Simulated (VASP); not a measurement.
# LiF (Pm-3m) in VASP: G0W0 quasiparticle levels with PBE

Aim: the G0W0 quasiparticle levels of LiF with PBE.

Program: VASP 6.6.1. These are calculated values, not measurements. Logs are shortened: lines on timing, memory, paths and dates and some standing lists are left out, and cuts for length are marked.

## (1) The cell of the first run

It takes space group Pm-3m (No. 221, cubic). The conventional cell has a = 2.516 Å, b = 2.516 Å, c = 2.516 Å, α = 90.00°, β = 90.00°, γ = 90.00°. Within 2.9 Å of Li (site symmetry m-3m) lie 8 F at 2.18 Å and 6 Li at 2.52 Å. F (site symmetry m-3m) has 8 Li at 2.18 Å and 6 F at 2.52 Å within 2.9 Å.

## (2) G0W0 quasiparticle levels, PBE

The input, POSCAR:

```
LiF
1.0
    2.5162584446      0.0000000000      0.0000000000
    0.0000000000      2.5162584446      0.0000000000
    0.0000000000      0.0000000000      2.5162584446
Li F
1 1
Direct
    0.0000000000      0.0000000000      0.0000000000
    0.5000000000      0.5000000000      0.5000000000
```

The input, INCAR.step1:

```
SYSTEM = LiF
PREC = Accurate ; ENCUT = 500
EDIFF = 1E-8 ; ISMEAR = 0
SIGMA = 0.01 ; LREAL = .False.
LASPH = .True. ; NELM = 60
ALGO = Normal ; LWAVE = .True.
LCHARG = .False. ; GGA = PE
```

The input, INCAR.step2:

```
SYSTEM = LiF
PREC = Accurate ; ENCUT = 500
EDIFF = 1E-8 ; ISMEAR = 0
SIGMA = 0.01 ; LREAL = .False.
LASPH = .True. ; NELM = 1
ALGO = Exact ; LWAVE = .True.
LCHARG = .False. ; GGA = PE
NBANDS = 34 ; LOPTICS = .True.
ISTART = 1
```

The input, INCAR.step3:

```
SYSTEM = LiF
PREC = Accurate ; ENCUT = 500
EDIFF = 1E-8 ; ISMEAR = 0
SIGMA = 0.01 ; LREAL = .False.
LASPH = .True. ; ALGO = EVGW0
LWAVE = .False. ; LCHARG = .False.
GGA = PE ; NELMGW = 1
NBANDS = 34 ; ENCUTGW = 80.0
NOMEGA = 96 ; PRECFOCK = Fast
ISTART = 1 ; NBANDSGW = 12
OMEGAMAX = 30
```

The input, KPOINTS:

```
Automatic mesh
0
Gamma
  8 8 8
  0 0 0
```

Potentials or basis: VASP PAW PBE potentials, release 64 (Li_GW, F_GW).

Command:

```bash
$ cat potpaw_PBE.64/Li_GW/POTCAR potpaw_PBE.64/F_GW/POTCAR > POTCAR
$ cp INCAR.step1 INCAR
$ mpirun -np 1 vasp_std > vasp.out
$ cp INCAR.step2 INCAR
$ mpirun -np 1 vasp_std > vasp.out
$ cp INCAR.step3 INCAR
$ mpirun -np 1 vasp_std > vasp.out
```

OUTCAR:

```text
SYSTEM = LiF
   PREC = Accurate
   ENCUT = 500
   EDIFF = 1E-8
   ISMEAR = 0
   LREAL = .False.
   LASPH = .True.
   GGA = PE
   NELMGW = 1
   ENCUTGW = 80.0
   PRECFOCK = Fast
   ISTART = 1

 ion  position               nearest neighbor table
   1  0.000  0.000  0.000-   2 2.18   2 2.18   2 2.18   2 2.18   2 2.18   2 2.18   2 2.18   2 2.18

   2  0.500  0.500  0.500-   1 2.18   1 2.18   1 2.18   1 2.18   1 2.18   1 2.18   1 2.18   1 2.18

  LATTYP: Found a simple cubic cell.
 ALAT       =     2.5162584446

  Lattice vectors:

 A1 = (   2.5162584446,   0.0000000000,   0.0000000000)
 A2 = (   0.0000000000,   2.5162584446,   0.0000000000)
 A3 = (   0.0000000000,   0.0000000000,   2.5162584446)

Analysis of symmetry for initial positions (statically):
=====================================================================
 Subroutine PRICEL returns:
 Original cell was already a primitive cell.

 Routine SETGRP: Setting up the symmetry group for a
 simple cubic supercell.

 Subroutine GETGRP returns: Found 48 space group operations
 (whereof 48 operations were pure point group operations)
 out of a pool of 48 trial point group operations.

The static configuration has the point symmetry O_h .

Analysis of symmetry for dynamics (positions and initial velocities):
=====================================================================
 Subroutine PRICEL returns:
 Original cell was already a primitive cell.

 Routine SETGRP: Setting up the symmetry group for a
 simple cubic supercell.

 Subroutine GETGRP returns: Found 48 space group operations
 (whereof 48 operations were pure point group operations)
 out of a pool of 48 trial point group operations.

The dynamic configuration has the point symmetry O_h .

 Subroutine INISYM returns: Found 48 space group operations
 (whereof 48 operations are pure point group operations),
 and found     1 'primitive' translations

----------------------------------------------------------------------------------------

                                     Primitive cell

  volume of cell :      15.9318

  direct lattice vectors                    reciprocal lattice vectors
     2.516258445  0.000000000  0.000000000     0.397415457  0.000000000  0.000000000
     0.000000000  2.516258445  0.000000000     0.000000000  0.397415457  0.000000000
     0.000000000  0.000000000  2.516258445     0.000000000  0.000000000  0.397415457

  length of vectors
     2.516258445  2.516258445  2.516258445     0.397415457  0.397415457  0.397415457

  position of ions in fractional coordinates (direct lattice)
     0.000000000  0.000000000  0.000000000
     0.500000000  0.500000000  0.500000000

  ion indices of the primitive-cell ions
   primitive index   ion index
                 1           1
                 2           2

----------------------------------------------------------------------------------------

 KPOINTS: Automatic mesh

Automatic generation of k-mesh.
 Grid dimensions read from file:
 generate k-points for:    8    8    8

 Generating k-lattice:

  Cartesian coordinates                     Fractional coordinates (reciprocal lattice)
     0.049676932  0.000000000  0.000000000     0.125000000  0.000000000  0.000000000
     0.000000000  0.049676932  0.000000000     0.000000000  0.125000000  0.000000000
     0.000000000  0.000000000  0.049676932     0.000000000  0.000000000  0.125000000

  Length of vectors
     0.049676932  0.049676932  0.049676932

  Shift w.r.t. Gamma in fractional coordinates (k-lattice)
     0.000000000  0.000000000  0.000000000

 Subroutine IBZKPT returns following result:
 ===========================================

 Found     35 irreducible k-points:

 Following reciprocal coordinates:
            Coordinates               Weight
  0.000000  0.000000  0.000000      1.000000
  0.125000  0.000000  0.000000      6.000000
  0.250000  0.000000  0.000000      6.000000
  0.375000  0.000000  0.000000      6.000000
  0.500000  0.000000  0.000000      3.000000
  0.125000  0.125000  0.000000     12.000000
[... 16 lines left out ...]
  0.375000  0.375000  0.125000     24.000000
  0.500000  0.375000  0.125000     24.000000
 [... further k-points ...]
   k-points           NKPTS =     35   k-points in BZ     NKDIM =    512   number of bands    NBANDS=     34
   number of dos      NEDOS =    301   number of ions     NIONS =      2
   total plane-waves  NPLWV =   5832
   dimension x,y,z NGX =    18 NGY =   18 NGZ =   18
   dimension x,y,z NGXF=    36 NGYF=   36 NGZF=   36
   ions per type =               1   1
   NGX,Y,Z   is equivalent  to a cutoff of  11.89, 11.89, 11.89 a.u.
   NGXF,Y,Z  is equivalent  to a cutoff of  23.78, 23.78, 23.78 a.u.
 SYSTEM =  LiF
   PREC   = accura    normal or accurate (medium, high low for compatibility)
   ISTART =      1    job   : 0-new  1-cont  2-samecut
   ICHARG =      0    charge: 1-file 2-atom 10-const
   ISPIN  =      1    spin polarized calculation?
   LNONCOLLINEAR =      F non collinear calculations
   LSORBIT =      F    spin-orbit coupling
   LASPH  =      T    aspherical Exc in radial PAW
   ENCUT  =  500.0 eV  36.75 Ry    6.06 a.u.   4.59  4.59  4.59*2*pi/ulx,y,z
   NELM   =     60;   NELMIN=  2; NELMDL=  0     # of ELM steps
   EDIFF  = 0.1E-07   stopping-criterion for ELM
   LREAL  =      F    real-space projection
   EDIFFG = 0.1E-06   stopping-criterion for IOM
   NSW    =      0    number of steps for IOM
   IBRION =     -1    ionic relax: 0-MD 1-quasi-New 2-CG
   NFREE  =      0    steps in history (QN), initial steepest desc. (CG)
   ISIF   =      0    stress and relaxation
   ISYM   =      3    0-nonsym 1-usesym 2-fastsym
   POTIM  = 0.5000    time-step for ionic-motion
   TEBEG  =    0.0;   TEEND  =   0.0 temperature during run
   PSTRESS=    0.0 pullay stress
   NELECT =       8.0000    total number of electrons
   NUPDOWN=      -1.0000    fix difference up-down
   EMIN   =  10.00;   EMAX   =-10.00  energy-range for DOS
   EFERMI =   0.00;   METHOD = LEGACY
   ISMEAR =     0;   SIGMA  =   0.01  broadening in eV -4-tet -1-fermi 0-gaus
   EFERMI_NEDOS =   21; number of points for ismear=-14 and -15
   IALGO  =     38    algorithm
   IMIX   =      4    mixing-type and parameters
     AMIX     =   0.40;   BMIX     =  1.00
     AMIX_MAG =   1.60;   BMIX_MAG =  1.00
  volume/ion in A,a.u.               =       7.97        53.76
  Fermi-wavevector in a.u.,A,eV,Ry     =   1.301217  2.458943 23.036902  1.693165
  Thomas-Fermi vector in A             =   2.432365
   LORBIT       =      0    0 simple, 1 ext, 2 COOP (PROOUT), +10 PAW based schemes
   GGA     = PE    functional components
   LHFCALC =     T    Hartree Fock is set to
   PRECFOCK=fast      Normal, Fast or Accurate (Low or Medium for compatibility)
   ENCUT4O =  -1.0   cutoff for four orbital integrals eV
   NKREDX  =     1    reduce k-point grid by
   NKREDY  =     1    reduce k-point grid by
   NKREDZ  =     1    reduce k-point grid by
   AEXX    =    1.0000 exact exchange contribution
   HFSCREEN=    0.0000 screening length (either q_TF or 0.3 A-1)
   HFSCREENC=   0.0000 screening length for correlation (either q_TF or 0.3 A-1)
   ENCUTFOCK=  -1.0 apply spherical cutoff to Coloumb kernel
   IVDW    =     0    specifies the selected vdW correction
   LEPSILON=     F    determine dielectric tensor
   LRPA    =     F    only Hartree local field effects (RPA)
   LRPAFORCE           =     F    calculate RPA forces
   ENCUTGW             =  80.0    cutoff for response function in eV
   ENCUTGWSOFT         =  64.0    soft cutoff for Coulomb kernel in GW response function in eV
   ENCUTLF             =  -1.0    cutoff for local field effects
   NELMGW              =     1    number of iterations in solving QP/BSE equation
   NELMHF              =     1    number of iterations in the inner HF iteration
   NKREDLFX            =     1    NKREDLFY  =   1   NKREDLFZ  =   1
 non-spin polarized calculation
 Gauss-broadening in eV      SIGMA  =   0.01
  energy-cutoff  :      500.00
  volume of cell :       15.93
 maximum number of plane-waves:       437
  NGX = 12; NGY = 12; NGZ = 12
   NGX =  9   NGY =  9   NGZ =  9
 maximum number of plane-waves:        32
 NGX is ok and might be reduce to    10

 QP shifts <psi_nk| G(iteration)W_0 |psi_nk>: iteration 1
 for sc-GW calculations column KS-energies equals QP-energies in previous step
 and V_xc(KS)=  KS-energies - (<T + V_ion + V_H > + <T+V_H+V_ion>^1  + <V_x>^1)

 k-point   1 :       0.0000    0.0000    0.0000
  band No.  KS-energies  QP-energies   sigma(KS)   V_xc(KS)     V^pw_x(r,r')   Z            occupation Imag(sigma)

      1     -22.8471     -27.9751     -28.3403     -22.1187     -36.3524       0.8242       2.0000       1.0756
      2      -2.5320      -4.9446     -25.5484     -22.5619     -30.2975       0.8079       2.0000       0.0849
      3      -2.5320      -4.9446     -25.5484     -22.5619     -30.2975       0.8079       2.0000       0.0849
      4      -2.5320      -4.9446     -25.5484     -22.5619     -30.2975       0.8079       2.0000       0.0849
      5       6.1029       7.6853      -8.7078     -10.5077      -5.5698       0.8792       0.0000      -0.0490
      6      17.3550      18.9537      -6.3751      -8.2250      -2.7698       0.8642       0.0000      -0.0911
      7      17.3550      18.9537      -6.3751      -8.2250      -2.7698       0.8642       0.0000      -0.0911
      8      19.6888      22.1714      -6.5898      -9.5836      -2.6613       0.8292       0.0000      -0.1412
      9      19.6888      22.1714      -6.5898      -9.5836      -2.6613       0.8292       0.0000      -0.1412
     10      19.6888      22.1714      -6.5898      -9.5836      -2.6613       0.8292       0.0000      -0.1412
     11      37.5097      40.4275      -6.9714     -10.2985      -3.0597       0.8770       0.0000      -0.6777
     12      37.5097      40.4275      -6.9714     -10.2985      -3.0597       0.8770       0.0000      -0.6777

 k-point   2 :       0.1250    0.0000    0.0000
  band No.  KS-energies  QP-energies   sigma(KS)   V_xc(KS)     V^pw_x(r,r')   Z            occupation Imag(sigma)
[... 353 lines left out ...]
      1     -21.7429     -26.9583     -29.4250     -23.2848     -37.3785       0.8494       2.0000       1.0643
      2      -5.2245      -8.0535     -22.7292     -19.1795     -27.3944       0.7970       2.0000       0.1085
      3      -4.7605      -7.5224     -23.1364     -19.6810     -27.7888       0.7993       2.0000       0.1034
      4      -2.2595      -4.6362     -25.9480     -23.0114     -30.7225       0.8093       2.0000       0.0845
      5      11.2407      13.5482      -9.0217     -11.7059      -5.8120       0.8597       0.0000      -0.0620
      6      11.6350      13.6436      -7.7829     -10.1073      -4.5106       0.8642       0.0000      -0.0615
      7      12.3287      14.4256      -6.9855      -9.4063      -3.6163       0.8662       0.0000      -0.0644
      8      19.8009      21.8746      -8.5938     -11.0394      -4.6432       0.8479       0.0000      -0.2110
      9      21.9777      24.2264      -5.4014      -8.0735      -1.4195       0.8415       0.0000      -0.2245
     10      26.1045      28.4252      -7.7041     -10.3345      -3.5771       0.8823       0.0000      -0.5204
     11      27.7205      30.1550      -7.0903      -9.8438      -2.8917       0.8842       0.0000      -0.6168
     12      35.7945      38.3482      -6.8505      -9.7873      -2.5372       0.8695       0.0000      -0.8052

 [... further k-points ...]
```

Run time: 4.4 min. Hardware: 1 thread of AMD EPYC 9R45 (Zen 5), shared host; peak memory 0.37 GiB.

What came out:

```yaml
Quasiparticle_gap: 11.78 eV
Least_direct_quasiparticle_gap: 12.63 eV
Band_gap_of_the_starting_levels_on_the_mesh: 7.90 eV
Least_direct_gap_of_the_starting_levels_on_the_mesh: 8.63 eV
```

Caveat: bands, screening cutoff and mesh are small and nothing is extrapolated, so the quasiparticle values aren't converged; the structure was generated, so it needn't be the stable form of LiF.
